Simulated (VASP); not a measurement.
# RbBr (Pm-3m) in VASP: relaxation of the atoms with PBEsol

Aim: the relaxation of the atoms of RbBr with PBEsol.

All numbers are computed with VASP 6.6.1; they aren't measurements. Logs are shortened: lines on timing, memory, paths and dates and some standing lists are left out, and cuts for length are marked.

### 1 The cell of the first run

It takes space group Pm-3m (No. 221, cubic). Conventional cell: a = 4.126 Å, b = 4.126 Å, c = 4.126 Å, α = 90.00°, β = 90.00°, γ = 90.00°. Rb (site symmetry m-3m) has 8 Br at 3.57 Å and 6 Rb at 4.13 Å within 4.7 Å. Within 4.7 Å of Br (site symmetry m-3m) lie 8 Rb at 3.57 Å and 6 Br at 4.13 Å.

### 2 Relaxation of the atoms, PBEsol

Input file INCAR:

```
SYSTEM = RbBr
  ALGO = Normal
  EDIFF = 1E-6
  EDIFFG = -0.01
  ENCUT = 520
  GGA = PS
  IBRION = 2
  ISIF = 2
  ISMEAR = -1
  LASPH = .TRUE.
  LCHARG = .FALSE.
  LREAL = .FALSE.
  LWAVE = .FALSE.
  NELM = 60
  NSW = 50
  PREC = Accurate
  SIGMA = 0.03
```

Input file KPOINTS:

```
k-points
0
G
  7 7 7
  0 0 0
```

Input file POSCAR:

```
RbBr
1.0
    4.1260773000      0.0000000000      0.0000000000
    0.0000000000      4.1260773000      0.0000000000
    0.0000000000      0.0000000000      4.1260773000
Rb Br
1 1
Direct
    0.0000000000      0.0000000000      0.0000000000
    0.5000000000      0.5000000000      0.5000000000
```

Potentials or basis: VASP PAW PBE potentials, release 64 (Rb_sv, Br).

The run is started by

```console
> cat potpaw_PBE.64/Rb_sv/POTCAR potpaw_PBE.64/Br/POTCAR > POTCAR
> mpirun -np 1 vasp_std > vasp.out
```

OUTCAR:

```text
SYSTEM = RbBr
   EDIFF = 1E-6
   EDIFFG = -0.01
   ENCUT = 520
   GGA = PS
   IBRION = 2
   ISIF = 2
   ISMEAR = -1
   LASPH = .TRUE.
   LREAL = .FALSE.
   NELM = 60
   NSW = 50
   PREC = Accurate

 ion  position               nearest neighbor table
   1  0.000  0.000  0.000-   2 3.57   2 3.57   2 3.57   2 3.57   2 3.57   2 3.57   2 3.57   2 3.57

   2  0.500  0.500  0.500-   1 3.57   1 3.57   1 3.57   1 3.57   1 3.57   1 3.57   1 3.57   1 3.57

  LATTYP: Found a simple cubic cell.
 ALAT       =     4.1260773000

  Lattice vectors:

 A1 = (   4.1260773000,   0.0000000000,   0.0000000000)
 A2 = (   0.0000000000,   4.1260773000,   0.0000000000)
 A3 = (   0.0000000000,   0.0000000000,   4.1260773000)

Analysis of symmetry for initial positions (statically):
=====================================================================
 Subroutine PRICEL returns:
 Original cell was already a primitive cell.

 Routine SETGRP: Setting up the symmetry group for a
 simple cubic supercell.

 Subroutine GETGRP returns: Found 48 space group operations
 (whereof 48 operations were pure point group operations)
 out of a pool of 48 trial point group operations.

The static configuration has the point symmetry O_h .

Analysis of symmetry for dynamics (positions and initial velocities):
=====================================================================
 Subroutine PRICEL returns:
 Original cell was already a primitive cell.

 Routine SETGRP: Setting up the symmetry group for a
 simple cubic supercell.

 Subroutine GETGRP returns: Found 48 space group operations
 (whereof 48 operations were pure point group operations)
 out of a pool of 48 trial point group operations.

The dynamic configuration has the point symmetry O_h .

 Subroutine INISYM returns: Found 48 space group operations
 (whereof 48 operations are pure point group operations),
 and found     1 'primitive' translations

----------------------------------------------------------------------------------------

                                     Primitive cell

  volume of cell :      70.2445

  direct lattice vectors                    reciprocal lattice vectors
     4.126077300  0.000000000  0.000000000     0.242360947  0.000000000  0.000000000
     0.000000000  4.126077300  0.000000000     0.000000000  0.242360947  0.000000000
     0.000000000  0.000000000  4.126077300     0.000000000  0.000000000  0.242360947

  length of vectors
     4.126077300  4.126077300  4.126077300     0.242360947  0.242360947  0.242360947

  position of ions in fractional coordinates (direct lattice)
     0.000000000  0.000000000  0.000000000
     0.500000000  0.500000000  0.500000000

  ion indices of the primitive-cell ions
   primitive index   ion index
                 1           1
                 2           2

----------------------------------------------------------------------------------------

 KPOINTS: k-points

Automatic generation of k-mesh.
 Grid dimensions read from file:
 generate k-points for:    7    7    7

 Generating k-lattice:

  Cartesian coordinates                     Fractional coordinates (reciprocal lattice)
     0.034622992  0.000000000  0.000000000     0.142857143  0.000000000  0.000000000
     0.000000000  0.034622992  0.000000000     0.000000000  0.142857143  0.000000000
     0.000000000  0.000000000  0.034622992     0.000000000  0.000000000  0.142857143

  Length of vectors
     0.034622992  0.034622992  0.034622992

  Shift w.r.t. Gamma in fractional coordinates (k-lattice)
     0.000000000  0.000000000  0.000000000

 Subroutine IBZKPT returns following result:
 ===========================================

 Found     20 irreducible k-points:

 Following reciprocal coordinates:
            Coordinates               Weight
  0.000000  0.000000  0.000000      1.000000
  0.142857  0.000000  0.000000      6.000000
  0.285714  0.000000  0.000000      6.000000
  0.428571  0.000000  0.000000      6.000000
  0.142857  0.142857  0.000000     12.000000
  0.285714  0.142857  0.000000     24.000000
[... 12 lines left out ...]
  0.428571  0.428571  0.285714     24.000000
  0.428571  0.428571  0.428571      8.000000
   k-points           NKPTS =     20   k-points in BZ     NKDIM =     20   number of bands    NBANDS=     12
   number of dos      NEDOS =    301   number of ions     NIONS =      2
   total plane-waves  NPLWV =  32768
   dimension x,y,z NGX =    32 NGY =   32 NGZ =   32
   dimension x,y,z NGXF=    64 NGYF=   64 NGZF=   64
   ions per type =               1   1
   NGX,Y,Z   is equivalent  to a cutoff of  12.89, 12.89, 12.89 a.u.
   NGXF,Y,Z  is equivalent  to a cutoff of  25.79, 25.79, 25.79 a.u.
 SYSTEM =  RbBr
   PREC   = accura    normal or accurate (medium, high low for compatibility)
   ISTART =      0    job   : 0-new  1-cont  2-samecut
   ICHARG =      2    charge: 1-file 2-atom 10-const
   ISPIN  =      1    spin polarized calculation?
   LNONCOLLINEAR =      F non collinear calculations
   LSORBIT =      F    spin-orbit coupling
   LASPH  =      T    aspherical Exc in radial PAW
   ENCUT  =  520.0 eV  38.22 Ry    6.18 a.u.   7.67  7.67  7.67*2*pi/ulx,y,z
   NELM   =     60;   NELMIN=  2; NELMDL= -5     # of ELM steps
   EDIFF  = 0.1E-05   stopping-criterion for ELM
   LREAL  =      F    real-space projection
   EDIFFG = -.1E-01   stopping-criterion for IOM
   NSW    =     50    number of steps for IOM
   IBRION =      2    ionic relax: 0-MD 1-quasi-New 2-CG
   NFREE  =      1    steps in history (QN), initial steepest desc. (CG)
   ISIF   =      2    stress and relaxation
   ISYM   =      2    0-nonsym 1-usesym 2-fastsym
   POTIM  = 0.5000    time-step for ionic-motion
   TEBEG  =    0.0;   TEEND  =   0.0 temperature during run
   PSTRESS=    0.0 pullay stress
   NELECT =      16.0000    total number of electrons
   NUPDOWN=      -1.0000    fix difference up-down
   EMIN   =  10.00;   EMAX   =-10.00  energy-range for DOS
   EFERMI =   0.00;   METHOD = LEGACY
   ISMEAR =    -1;   SIGMA  =   0.03  broadening in eV -4-tet -1-fermi 0-gaus
   EFERMI_NEDOS =   21; number of points for ismear=-14 and -15
   IALGO  =     38    algorithm
   IMIX   =      4    mixing-type and parameters
     AMIX     =   0.40;   BMIX     =  1.00
     AMIX_MAG =   1.60;   BMIX_MAG =  1.00
  volume/ion in A,a.u.               =      35.12       237.02
  Fermi-wavevector in a.u.,A,eV,Ry     =   0.999795  1.889338 13.600238  0.999589
  Thomas-Fermi vector in A             =   2.132108
   LORBIT       =      0    0 simple, 1 ext, 2 COOP (PROOUT), +10 PAW based schemes
   GGA     = PS    functional components
   LHFCALC =     F    Hartree Fock is set to
   AEXX    =    0.0000 exact exchange contribution
   IVDW    =     0    specifies the selected vdW correction
   LEPSILON=     F    determine dielectric tensor
   LRPA    =     F    only Hartree local field effects (RPA)
 conjugate gradient relaxation of ions
 non-spin polarized calculation
  energy-cutoff  :      520.00
  volume of cell :       70.24
 maximum number of plane-waves:      1907
 NGX is ok and might be reduce to    32
   NGX = 15   NGY = 15   NGZ = 15

 number of electron      16.0000002 magnetization

 Free energy of the ion-electron system (eV)
  ---------------------------------------------------
  ext. energy  EPLUGINS =         0.00000000
  ---------------------------------------------------
  free energy    TOTEN  =        -6.29670055 eV

  energy without entropy =       -6.29670055  energy(sigma->0) =       -6.29670055

 E-fermi :  -0.1322     XC(G=0):  -8.1190

 val. band max:       -0.7921673975   @ k =   0.4286   0.4286   0.0000
 cond. band min:       3.1359519389   @ k =   0.0000   0.0000   0.0000
 fundamental gap:      3.9281193364
 Fermi energy:        -0.1321897925

 k-point     1 :       0.0000    0.0000    0.0000
  band No.  band energies     occupation
      1     -25.7966      2.00000
      2     -13.4056      2.00000
      3      -9.7891      2.00000
      4      -9.7891      2.00000
      5      -9.7891      2.00000
      6      -0.9253      2.00000
      7      -0.9253      2.00000
      8      -0.9253      2.00000
      9       3.1360      0.00000
     10       4.6940      0.00000
     11       4.6940      0.00000
     12       9.1341      0.00000

 k-point     2 :       0.1429    0.0000    0.0000
  band No.  band energies     occupation
      1     -25.7927      2.00000
      2     -13.4038      2.00000
      3      -9.8186      2.00000
      4      -9.7799      2.00000
      5      -9.7799      2.00000
      6      -1.3259      2.00000
      7      -0.9390      2.00000
      8      -0.9390      2.00000
      9       3.6447      0.00000
     10       4.8494      0.00000
     11       5.1473      0.00000
     12       9.0214      0.00000

 k-point     3 :       0.2857    0.0000    0.0000
  band No.  band energies     occupation
      1     -25.7838      2.00000
      2     -13.4011      2.00000
      3      -9.8785      2.00000
      4      -9.7592      2.00000
      5      -9.7592      2.00000
      6      -2.0223      2.00000
      7      -0.9711      2.00000
      8      -0.9711      2.00000
      9       4.7338      0.00000
     10       5.2949      0.00000
     11       6.1799      0.00000
     12       8.9024      0.00000

 k-point     4 :       0.4286    0.0000    0.0000
  band No.  band energies     occupation
      1     -25.7767      2.00000
      2     -13.4005      2.00000
      3      -9.9202      2.00000
      4      -9.7424      2.00000
      5      -9.7424      2.00000
      6      -2.4721      2.00000
      7      -0.9982      2.00000
      8      -0.9982      2.00000
      9       5.8824      0.00000
     10       5.8851      0.00000
     11       6.7918      0.00000
     12       8.0209      0.00000

 k-point     5 :       0.1429    0.1429    0.0000
  band No.  band energies     occupation
      1     -25.7888      2.00000
      2     -13.3962      2.00000
      3      -9.8505      2.00000
      4      -9.7834      2.00000
      5      -9.7713      2.00000
      6      -1.4284      2.00000
      7      -1.1563      2.00000
      8      -0.9423      2.00000
      9       4.0505      0.00000
     10       5.1239      0.00000
     11       5.4345      0.00000
     12       8.5966      0.00000
[... 168 lines left out ...]
      1     -25.7600      2.00000
      2     -13.2556      2.00000
      3      -9.9417      2.00000
      4      -9.9417      2.00000
      5      -9.9022      2.00000
      6      -1.6713      2.00000
      7      -1.6713      2.00000
      8      -1.6598      2.00000
      9       6.3091      0.00000
     10       6.7966      0.00000
     11       6.7966      0.00000
     12       6.8005      0.00000

 k-point    18 :       0.4286    0.2857    0.2857
  band No.  band energies     occupation
      1     -25.7535      2.00000
      2     -13.2112      2.00000
      3     -10.0302      2.00000
      4      -9.9385      2.00000
      5      -9.9168      2.00000
      6      -2.0040      2.00000
      7      -1.7367      2.00000
      8      -1.5311      2.00000
      9       5.9815      0.00000
     10       6.6712      0.00000
     11       6.6922      0.00000
     12       7.8570      0.00000

 k-point    19 :       0.4286    0.4286    0.2857
  band No.  band energies     occupation
      1     -25.7471      2.00000
      2     -13.1628      2.00000
      3     -10.0399      2.00000
      4     -10.0345      2.00000
      5      -9.9071      2.00000
      6      -1.9866      2.00000
      7      -1.9780      2.00000
      8      -1.6577      2.00000
      9       5.8995      0.00000
     10       6.8830      0.00000
     11       7.1130      0.00000
     12       7.5085      0.00000

 k-point    20 :       0.4286    0.4286    0.4286
  band No.  band energies     occupation
      1     -25.7409      2.00000
      2     -13.1229      2.00000
      3     -10.0167      2.00000
      4     -10.0104      2.00000
      5     -10.0104      2.00000
      6      -2.0737      2.00000
      7      -2.0737      2.00000
      8      -2.0176      2.00000
      9       6.7972      0.00000
     10       7.1945      0.00000
     11       7.1945      0.00000
     12       8.3425      0.00000

------------------------ aborting loop because EDIFF is reached ----------------------------------------

  FORCE on cell =-STRESS in cart. coord.  units (eV):
  Direction    XX          YY          ZZ          XY          YZ          ZX
  --------------------------------------------------------------------------------------
  -------------------------------------------------------------------------------------
  Total       -0.2454637     -0.2454637     -0.2454637      0.0000000     -0.0000000     -0.0000000
  in kB       -5.5986806     -5.5986806     -5.5986806      0.0000000     -0.0000000     -0.0000000
  external PRESSURE =      -5.5986806 kB  Pullay stress =       0.0000000 kB

 VOLUME and BASIS-vectors are now :
 -----------------------------------------------------------------------------
  energy-cutoff  :      520.00
  volume of cell :       70.24
      direct lattice vectors                 reciprocal lattice vectors
     4.126077300  0.000000000  0.000000000     0.242360947  0.000000000  0.000000000
     0.000000000  4.126077300  0.000000000     0.000000000  0.242360947  0.000000000
     0.000000000  0.000000000  4.126077300     0.000000000  0.000000000  0.242360947

 POSITION                                       TOTAL-FORCE (eV/Angst)
 -----------------------------------------------------------------------------------
      0.00000      0.00000      0.00000         0.000000      0.000000      0.000000
      2.06304      2.06304      2.06304         0.000000      0.000000      0.000000
 -----------------------------------------------------------------------------------
    total drift:                                0.000000      0.000000     -0.000000

  FREE ENERGIE OF THE ION-ELECTRON SYSTEM (eV)
  ---------------------------------------------------
  free  energy   TOTEN  =        -6.2967005500 eV

  energy  without entropy=       -6.2967005500  energy(sigma->0) =       -6.29670055

 reached required accuracy - stopping structural energy minimisation
```

It took 12 s on 1 thread of Intel Xeon Platinum 8259CL at 2.50GHz (Skylake/Cascade Lake), shared host; peak memory 0.18 GiB.

Results:

```yaml
Free_energy: -6.2967 eV
Pressure_after_relaxing: -0.6 GPa
Band_gap_on_the_k_mesh: 3.93 eV, indirect (least direct gap 4.06 eV)
```

Final structure:
```
Rb Br
1.0
     4.12608    0.00000    0.00000
     0.00000    4.12608    0.00000
     0.00000    0.00000    4.12608
Rb Br
1 1
Cartesian
  0.0000 0.0000 0.0000
  2.0630 2.0630 2.0630
```

Caveat: the relaxation stopped at its first step, so nothing moved; the PAW data sets were made with another functional, which shifts forces and pressure a little.
